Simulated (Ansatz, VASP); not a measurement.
**One calculation of PbSe, two programs**

```
Pb Se
1.0
     5.22538    0.00000    0.00000
    -2.61269    4.52531    0.00000
     0.00000    0.00000    6.27631
Pb Se
2 2
Cartesian
  0.0000 3.0169 -0.4073
  2.6127 1.5084 2.7308
  0.0000 3.0169 2.7609
  2.6127 1.5084 5.8991
```

Alike in both runs: task single point; functional r2SCAN; k mesh 6 × 6 × 4; no spin polarisation.

|  | VASP | Ansatz |
| --- | --- | --- |
| version | VASP 6.6.1 | Ansatz 0.2.0 |
| potentials or method | VASP PAW PBE potentials, release 64 (Pb_d, Se) | plane waves, PAW |
| plane-wave cutoff (eV) | 520 | 500 |
| occupations | gaussian, width 0.01 eV | fixed |
| valence electrons in the cell | 40 | 60 |

|  | VASP | Ansatz | Ansatz less VASP |
| --- | --- | --- | --- |
| gap on the k mesh at the Fermi level (eV) | 1.52 | 1.52 | -0.002 |
| pressure (GPa) | -1.1 | -1.1 | 0.00 |
| traceless stress, the component that is largest in VASP (GPa) | -0.07 | -0.06 | +0.007 |
| rms of the force components (eV/Å) | 0.004 | 0.004 | +0.0005 |

VASP's potentials were made for PBE, not for r2SCAN. Atom by atom the forces differ by 0.000 eV/Å (rms over components). VASP's potentials hold 40 valence electrons a cell and Ansatz's 60, so a difference there can come from the potentials and not from the codes.

Spin-orbit coupling is off throughout.
